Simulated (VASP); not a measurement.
# LiW16 (a cell with a defect) in VASP: single point with PBE

Aim: the single point of LiW16 (a cell with a defect) with PBE.

All numbers are computed with VASP 6.6.1; they aren't measurements. Logs are shortened: lines on timing, memory, paths and dates and some standing lists are left out, and cuts for length are marked.

**1. The cell of the first run**

The cell holds a defect, 17 atoms: a = 6.320 Å, b = 6.320 Å, c = 6.320 Å, α = 90.00°, β = 90.00°, γ = 90.00°.

**2. Single point, PBE**

File INCAR:

```
PREC = Accurate ; ENCUT = 650
EDIFF = 1E-6 ; ISMEAR = -1
SIGMA = 0.15 ; LREAL = False
LASPH = True ; NELM = 120
ALGO = Normal ; ISIF = 2
LWAVE = False ; LCHARG = False
GGA = PE ; NBANDS = 128
GGA_COMPAT = False
```

File KPOINTS:

```
regular mesh
0
Gamma
  3 3 3
```

File POSCAR:

```
LiW16
1.0
    6.3200000000      0.0000000000      0.0000000000
    0.0000000000      6.3200000000      0.0000000000
    0.0000000000      0.0000000000      6.3200000000
W Li
16 1
Direct
   -0.1098734177     -0.0259177215     -0.0813449367
    0.5129272152     -0.0921835443      0.2139082278
   -0.0009177215      0.6324208861     -0.0448417722
   -0.1587341772      0.0095727848      0.3247310127
   -1.0118037975      2.2758386076      0.2943987342
    0.5400474684      0.6565348101      0.0009651899
    0.5598101266     -0.0951898734      0.5484177215
    1.2786550633      0.4663607595      0.3735443038
    0.0187500000      0.5370727848      0.5421518987
    1.4371677215     -0.8434018987      0.6735601266
    0.2356329114      0.4079588608      0.1091930380
    0.7163449367      0.6088607595      0.5732436709
    0.8237183544      0.7089082278      0.2532594937
    0.2547310127     -0.1580854430     -1.2759810127
    0.2063765823      1.3954113924      2.7771202532
    0.7310917722      0.3965664557      0.8638132911
   -0.4913132911    -22.6647151899     -6.7111550633
```

Potentials or basis: VASP PAW PBE potentials, release 64 (W_sv, Li_sv).

Run with:

```sh
> cat potpaw_PBE.64/W_sv/POTCAR potpaw_PBE.64/Li_sv/POTCAR > POTCAR
> mpirun -np 1 vasp_std > vasp.out
```

OUTCAR:

```text
PREC = Accurate
   ENCUT = 650
   EDIFF = 1E-6
   ISMEAR = -1
   LREAL = False
   LASPH = True
   NELM = 120
   ISIF = 2
   GGA = PE

 ion  position               nearest neighbor table
   1  0.890  0.974  0.919-   3 2.28   4 2.59  13 2.73  14 2.74  16 2.87   6 3.03   2 3.06   5 3.11
                             7 3.17  12 3.36  15 3.45  10 3.45
   2  0.513  0.908  0.214-   6 2.09   7 2.13   4 2.28  13 2.35  17 2.74   1 3.06  12 3.22   8 3.32
                            10 3.34
   3  0.999  0.632  0.955-  13 2.24   1 2.28  11 2.28  15 2.29  16 2.33  14 2.55   9 2.68   6 2.92
                            12 3.01   5 3.11   8 3.35   6 3.43   4 3.48
   4  0.841  0.010  0.325-   5 1.93  13 1.96   2 2.28   7 2.37   1 2.59  17 2.95  12 3.08   9 3.47
                             3 3.48
   5  0.988  0.276  0.294-   4 1.93  11 2.12   8 2.25   9 2.28  13 2.94   1 3.11   3 3.11  12 3.24
                            16 3.26  15 3.43
   6  0.540  0.657  0.001-   2 2.09  16 2.22  13 2.42  11 2.58  17 2.73  14 2.77   3 2.92  12 2.94
                            15 3.03   1 3.03   8 3.12   7 3.26   3 3.43
   7  0.560  0.905  0.548-  10 1.94  12 2.12   2 2.13  14 2.26   4 2.37  13 2.79   1 3.17   6 3.26
                             8 3.47
   8  0.279  0.466  0.374-  11 1.73  17 1.76   9 2.01   5 2.25  15 2.63  10 2.90   6 3.12  12 3.17
                            14 3.25   2 3.32  13 3.35   3 3.35   7 3.47
   9  0.019  0.537  0.542-  12 1.97   8 2.01  15 2.10   5 2.28  13 2.46   3 2.68  14 2.69  16 2.87
                            11 3.17   4 3.47
  10  0.437  0.157  0.674-   7 1.94  15 2.20  14 2.32  16 2.68  17 2.72   8 2.90   2 3.34  12 3.42
                            11 3.42   1 3.45
  11  0.236  0.408  0.109-   8 1.73  15 2.11  17 2.12   5 2.12   3 2.28   6 2.58   9 3.17  13 3.35
                            10 3.42
  12  0.716  0.609  0.573-   9 1.97   7 2.12  13 2.22  16 2.28  17 2.82   6 2.94   3 3.01   4 3.08
                             8 3.17   2 3.22   5 3.24   1 3.36  14 3.40  10 3.42
  13  0.824  0.709  0.253-   4 1.96  12 2.22   3 2.24   2 2.35   6 2.42   9 2.46   1 2.73   7 2.79
                             5 2.94  16 3.21   8 3.35  11 3.35
  14  0.255  0.842  0.724-   7 2.26  10 2.32   3 2.55   9 2.69   1 2.74   6 2.77  15 2.86   8 3.25
                            12 3.40
  15  0.206  0.395  0.777-   9 2.10  11 2.11  10 2.20   3 2.29   8 2.63  14 2.86   6 3.03  16 3.05
                            16 3.36   5 3.43   1 3.45
  16  0.731  0.397  0.864-   6 2.22  12 2.28   3 2.33  10 2.68   9 2.87   1 2.87  15 3.05  13 3.21
                             5 3.26  15 3.36
  17  0.509  0.335  0.289-   8 1.76  11 2.12  10 2.72   6 2.73   2 2.74  12 2.82   4 2.95

 -----------------------------------------------------------------------------
|                                                                             |
|           W    W    AA    RRRRR   N    N  II  N    N   GGGG   !!!           |
|           W    W   A  A   R    R  NN   N  II  NN   N  G    G  !!!           |
|           W    W  A    A  R    R  N N  N  II  N N  N  G       !!!           |
|           W WW W  AAAAAA  RRRRR   N  N N  II  N  N N  G  GGG   !            |
|           WW  WW  A    A  R   R   N   NN  II  N   NN  G    G                |
|           W    W  A    A  R    R  N    N  II  N    N   GGGG   !!!           |
|                                                                             |
|     The distance between some ions is very small. Please check the          |
|     nearest-neighbor list in the OUTCAR file.                               |
|     I HOPE YOU KNOW WHAT YOU ARE DOING!                                     |
|                                                                             |
 -----------------------------------------------------------------------------

  LATTYP: Found a simple cubic cell.
 ALAT       =     6.3200000000

  Lattice vectors:

 A1 = (   6.3200000000,   0.0000000000,   0.0000000000)
 A2 = (   0.0000000000,   6.3200000000,   0.0000000000)
 A3 = (   0.0000000000,   0.0000000000,   6.3200000000)

Analysis of symmetry for initial positions (statically):
=====================================================================
 Subroutine PRICEL returns:
 Original cell was already a primitive cell.

 Routine SETGRP: Setting up the symmetry group for a
 simple cubic supercell.

 Subroutine GETGRP returns: Found  1 space group operations
 (whereof  1 operations were pure point group operations)
 out of a pool of 48 trial point group operations.

The static configuration has the point symmetry C_1 .

Analysis of symmetry for dynamics (positions and initial velocities):
=====================================================================
 Subroutine PRICEL returns:
 Original cell was already a primitive cell.

 Routine SETGRP: Setting up the symmetry group for a
 simple cubic supercell.

 Subroutine GETGRP returns: Found  1 space group operations
 (whereof  1 operations were pure point group operations)
[... 86 lines left out ...]

 Following reciprocal coordinates:
            Coordinates               Weight
  0.000000  0.000000  0.000000      1.000000
  0.333333  0.000000  0.000000      2.000000
  0.000000  0.333333  0.000000      2.000000
  0.000000  0.000000  0.333333      2.000000
  0.333333  0.333333  0.000000      2.000000
  0.000000  0.333333  0.333333      2.000000
  0.333333  0.000000  0.333333      2.000000
 -0.333333  0.333333  0.000000      2.000000
 -0.333333  0.000000  0.333333      2.000000
  0.000000 -0.333333  0.333333      2.000000
  0.333333  0.333333  0.333333      2.000000
 -0.333333  0.333333  0.333333      2.000000
 -0.333333 -0.333333  0.333333      2.000000
  0.333333 -0.333333  0.333333      2.000000
   k-points           NKPTS =     14   k-points in BZ     NKDIM =     14   number of bands    NBANDS=    128
   number of dos      NEDOS =    301   number of ions     NIONS =     17
   total plane-waves  NPLWV = 157464
   dimension x,y,z NGX =    54 NGY =   54 NGZ =   54
   dimension x,y,z NGXF=   108 NGYF=  108 NGZF=  108
   ions per type =              16   1
   NGX,Y,Z   is equivalent  to a cutoff of  14.20, 14.20, 14.20 a.u.
   NGXF,Y,Z  is equivalent  to a cutoff of  28.41, 28.41, 28.41 a.u.
 SYSTEM =  unknown system
   PREC   = accura    normal or accurate (medium, high low for compatibility)
   ISTART =      0    job   : 0-new  1-cont  2-samecut
   ICHARG =      2    charge: 1-file 2-atom 10-const
   ISPIN  =      1    spin polarized calculation?
   LNONCOLLINEAR =      F non collinear calculations
   LSORBIT =      F    spin-orbit coupling
   LASPH  =      T    aspherical Exc in radial PAW
   ENCUT  =  650.0 eV  47.77 Ry    6.91 a.u.  13.14 13.14 13.14*2*pi/ulx,y,z
   NELM   =    120;   NELMIN=  2; NELMDL= -5     # of ELM steps
   EDIFF  = 0.1E-05   stopping-criterion for ELM
   LREAL  =      F    real-space projection
   EDIFFG = 0.1E-04   stopping-criterion for IOM
   NSW    =      0    number of steps for IOM
   IBRION =     -1    ionic relax: 0-MD 1-quasi-New 2-CG
   NFREE  =      0    steps in history (QN), initial steepest desc. (CG)
   ISIF   =      2    stress and relaxation
   ISYM   =      2    0-nonsym 1-usesym 2-fastsym
   POTIM  = 0.5000    time-step for ionic-motion
   TEBEG  =    0.0;   TEEND  =   0.0 temperature during run
   PSTRESS=    0.0 pullay stress
   NELECT =     227.0000    total number of electrons
   NUPDOWN=      -1.0000    fix difference up-down
   EMIN   =  10.00;   EMAX   =-10.00  energy-range for DOS
   EFERMI =   0.00;   METHOD = LEGACY
   ISMEAR =    -1;   SIGMA  =   0.15  broadening in eV -4-tet -1-fermi 0-gaus
   EFERMI_NEDOS =   21; number of points for ismear=-14 and -15
   IALGO  =     38    algorithm
   IMIX   =      4    mixing-type and parameters
     AMIX     =   0.40;   BMIX     =  1.00
     AMIX_MAG =   1.60;   BMIX_MAG =  1.00
  volume/ion in A,a.u.               =      14.85       100.21
  Fermi-wavevector in a.u.,A,eV,Ry     =   1.580155  2.986060 33.972251  2.496890
  Thomas-Fermi vector in A             =   2.680426
   LORBIT       =      0    0 simple, 1 ext, 2 COOP (PROOUT), +10 PAW based schemes
   GGA     = PE    functional components
   LHFCALC =     F    Hartree Fock is set to
   AEXX    =    0.0000 exact exchange contribution
   IVDW    =     0    specifies the selected vdW correction
   LEPSILON=     F    determine dielectric tensor
   LRPA    =     F    only Hartree local field effects (RPA)
 non-spin polarized calculation
  energy-cutoff  :      650.00
  volume of cell :      252.44
 maximum number of plane-waves:      9532
 NGX is ok and might be reduce to    54
   NGX = 27   NGY = 27   NGZ = 27

 number of electron     227.0000017 magnetization

 Free energy of the ion-electron system (eV)
  ---------------------------------------------------
  ext. energy  EPLUGINS =         0.00000000
  ---------------------------------------------------
  free energy    TOTEN  =      -115.16621334 eV

  energy without entropy =     -114.29687727  energy(sigma->0) =     -114.73154531

 E-fermi :  11.3052     XC(G=0): -13.2113

 val. band max:       11.3008734222   @ k =   0.0000   0.3333   0.3333
 cond. band min:      11.3130290999   @ k =   0.3333   0.0000   0.3333
 fundamental gap:      0.0121556776
 Fermi energy:        11.3052084822

 k-point     1 :       0.0000    0.0000    0.0000
  band No.  band energies     occupation
      1     -64.6452      2.00000
      2     -63.3365      2.00000
      3     -63.0817      2.00000
      4     -62.9055      2.00000
      5     -62.7306      2.00000
      6     -62.6443      2.00000
[... 1781 lines left out ...]
    124      13.1041      0.00001
    125      13.1908      0.00001
 [bands above 125 left out]

------------------------ aborting loop because EDIFF is reached ----------------------------------------

  FORCE on cell =-STRESS in cart. coord.  units (eV):
  Direction    XX          YY          ZZ          XY          YZ          ZX
  --------------------------------------------------------------------------------------
  -------------------------------------------------------------------------------------
  Total      242.8157744    254.5270162    291.4395142    -32.7942304     45.5199163    -30.4191350
  in kB     1541.1192480   1615.4489334   1849.7276220   -208.1405945    288.9088211   -193.0661821
  external PRESSURE =    1668.7652678 kB  Pullay stress =       0.0000000 kB

 VOLUME and BASIS-vectors are now :
 -----------------------------------------------------------------------------
  energy-cutoff  :      650.00
  volume of cell :      252.44
      direct lattice vectors                 reciprocal lattice vectors
     6.320000000  0.000000000  0.000000000     0.158227848  0.000000000  0.000000000
     0.000000000  6.320000000  0.000000000     0.000000000  0.158227848  0.000000000
     0.000000000  0.000000000  6.320000000     0.000000000  0.000000000  0.158227848

 POSITION                                       TOTAL-FORCE (eV/Angst)
 -----------------------------------------------------------------------------------
      5.62560      6.15620      5.80590        -1.180902      6.395580     -2.966757
      3.24170      5.73740      1.35190       -14.520295     10.188588     -8.344545
      6.31420      3.99690      6.03660        -0.421511      4.808829     -2.727174
      5.31680      0.06050      2.05230         1.289165      5.772697      8.370370
      6.24540      1.74330      1.86060        -5.953133      4.923872     -2.021857
      3.41310      4.14930      0.00610        -5.497507     -2.467142     -8.416273
[... 9 lines left out ...]
      4.62050      2.50630      5.45930         0.987626    -13.494291      2.175962
      3.21490      2.11900      1.82550        10.151321     -4.871718     -1.552439
 -----------------------------------------------------------------------------------
    total drift:                               -0.001367      0.000086     -0.000811

  FREE ENERGIE OF THE ION-ELECTRON SYSTEM (eV)
  ---------------------------------------------------
  free  energy   TOTEN  =      -115.1662133436 eV

  energy  without entropy=     -114.2968772734  energy(sigma->0) =     -114.73154531
```

It took 34 min on 1 thread of Intel Xeon 8259CL, shared host; peak memory 0.67 GiB.

Results:

```
Free energy            : -115.1662 eV
Pressure               : 166.9 GPa
Largest force          : 47.474 eV/Å
Band gap on the k mesh : zero (an odd number of electrons rules out a gap without spin polarisation)
```

Forces in eV/Å, atoms in the order of the input:
```
W    -1.181   6.396  -2.967
W   -14.520  10.189  -8.345
W    -0.422   4.809  -2.727
W     1.289   5.773   8.370
W    -5.953   4.924  -2.022
W    -5.498  -2.467  -8.416
W     5.934  -6.196   3.926
W    22.298  15.452  38.959
W    -0.299   8.014   3.963
W    -0.056  15.761   5.627
W     5.163 -11.273 -37.314
W   -17.571  -5.621   6.588
W     3.649 -18.359  -5.620
W    -7.193  -2.375   2.885
W     3.219  -6.659  -3.532
W     0.988 -13.494   2.176
Li   10.151  -4.872  -1.552
```

Stress tensor (GPa, compression positive):
```
154.11 -20.81 -19.31
-20.81 161.54  28.89
-19.31  28.89 184.97
```

Levels at points of the mesh, in eV from the Fermi level:
```csv
k point,band 111,band 112,band 113,band 114,band 115,band 116,band 117,band 118
"(0.00, 0.00, 0.00)",-0.59,-0.39,0.02,0.07,0.24,0.45,0.62,0.74
```

Caveat: atoms lie so close that the PAW spheres overlap strongly, which falsifies energies and pressures; the atoms stand as in a frame of molecular dynamics; spin-orbit coupling is left out, which moves the levels of the heavy elements.
